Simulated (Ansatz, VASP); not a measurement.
# Two plane-wave programs on Si

```
CELL_PARAMETERS angstrom
3.84753 0.00000 0.00000
-1.92376 3.33205 0.00000
0.00000 0.00000 18.44160
ATOMIC_POSITIONS crystal
Si 0.33333 0.66667 0.26954
Si 0.66667 0.33333 0.24401
Si 0.00000 0.16667 0.50384
Si 0.33333 0.83333 0.47831
```

Alike in both runs: task single point; functional PBE; dispersion D3(BJ); k mesh 9 × 9 × 1; occupations gaussian, width 0.1 eV; no spin polarisation.

|  | VASP | Ansatz |
| --- | --- | --- |
| version | VASP 6.6.1 | Ansatz 0.2.0 |
| potentials or method | VASP PAW PBE potentials, release 64 (Si), cutoff 520 eV | scalar-relativistic, plane waves, PAW |
| valence electrons in the cell | 16 | 16 |

VASP gave:

```
gap on the k mesh at the Fermi level (eV) : 0.18
least direct gap on the mesh (eV)         : 0.18
rms of the force components (eV/Å)        : 0.106
```

Task: Which values does Ansatz return?

Result: gap on the k mesh at the Fermi level (eV): 0.18; least direct gap on the mesh (eV): 0.18; rms of the force components (eV/Å): 0.107.

Atom by atom the forces differ by 0.003 eV/Å (rms over components).
